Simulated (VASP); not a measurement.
Write the native input for VASP 6.6.1 that does the following.

| Item | Value |
| --- | --- |
| Task | relaxation of cell and atoms |
| Functional | PBE |
| Potentials or basis | VASP PAW PBE potentials, release 64 (In_d, Ga_d, O) |
| Cutoff | 600 eV |
| k mesh | 18 × 18 × 8 |
| Occupations | gaussian, width 0.1 eV |
| Spin | no spin polarisation |
| Dipole correction | no |
| Further INCAR settings | ALGO = Normal; EDIFF = 1e-06; IBRION = 2; EDIFFG = -0.01; NSW = 100; ISIF = 3 |

The structure of InGaO lies in POSCAR:

```
InGaO
1.0
    3.4268251208      0.0000000000      0.0000000000
   -1.7134125604      2.9677176089      0.0000000000
    0.0000000000      0.0000000000      5.7339940377
In Ga O
1 1 1
Direct
    0.0000000000      0.0000000000      0.0000000000
    0.6666666667      0.3333333333      0.5000000000
    0.3333333333      0.6666666667      0.5000000000
```

The cell was built from a structure type or drawn by symmetry, and may not be a known phase.

One way to write it, as run:

INCAR

```
PREC = Accurate ; ENCUT = 600
EDIFF = 1E-6 ; ISMEAR = 0
SIGMA = 0.1 ; LREAL = False
LASPH = True ; NELM = 60
ALGO = Normal ; ISIF = 3
LWAVE = False ; LCHARG = False
GGA = PE ; IBRION = 2
NSW = 100 ; EDIFFG = -0.01
```

KPOINTS

```
regular mesh
0
Gamma
  18 18 8
```

Potentials or basis: VASP PAW PBE potentials, release 64 (In_d, Ga_d, O).

The run is started by

```console
$ cat potpaw_PBE.64/In_d/POTCAR potpaw_PBE.64/Ga_d/POTCAR potpaw_PBE.64/O/POTCAR > POTCAR
$ mpirun -np 1 vasp_std > vasp.out
```

Results of the run:

```json
{
 "Relaxed volume": "19.75 Å³/atom",
 "Relaxed cell": "a = 3.416 Å, b = 3.416 Å, c = 5.866 Å, α = 90.00°, β = 90.00°, γ = 120.00°",
 "Space group after relaxing (to 0.1 Å)": "P-6m2 (No. 187)",
 "Energy gained by relaxing": "0.7 meV/atom",
 "Ionic steps": "7",
 "Pressure after relaxing": "0.0 GPa",
 "Band gap on the k mesh": "zero (bands 16 and 17 overlap by 0.84 eV)"
}
```

Caveat: spin-orbit coupling is left out, which moves the levels of the heavy elements.

Wall time 23 min on 1 thread of Intel Xeon 8259CL (shared host), peak memory 0.43 GiB.
